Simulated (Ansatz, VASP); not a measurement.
WS3 in VASP and in Ansatz

```
W S
1.0
     6.36828    0.00000    0.00000
     0.00000    6.36828    0.00000
     0.00000    0.00000    6.56731
W S
2 6
Direct
  0.50000 0.00000 0.91062
  0.00000 0.50000 0.08938
  0.25000 0.75000 0.00000
  0.75000 0.75000 0.00000
  0.75000 0.25000 0.00000
  0.25000 0.25000 0.00000
  0.50000 0.00000 0.58666
  0.00000 0.50000 0.41334
```

Alike in both runs: functional PBE; k mesh 6 × 6 × 6; occupations gaussian, width 0.1 eV; no spin polarisation.

Ansatz relaxed the structure, and its values are those at the end. VASP's run is a single point on that final structure, the one shown.

|  | VASP | Ansatz |
| --- | --- | --- |
| version | VASP 6.6.1 | Ansatz 0.2.0 |
| potentials or method | VASP PAW PBE potentials, release 64 (W_sv, S), cutoff 520 eV | scalar-relativistic, plane waves, PAW |
| valence electrons in the cell | 64 | 64 |

```tsv
	VASP	Ansatz	Ansatz less VASP
pressure (GPa)	0.0	0.0	+0.04
rms of the force components (eV/Å)	0.005	0.001	-0.0044
```

The functional is the same, so the differences come from potentials, cutoffs and numerics. Ansatz's warnings: xc potential rough in thin density.

Neither program's run includes spin-orbit coupling.
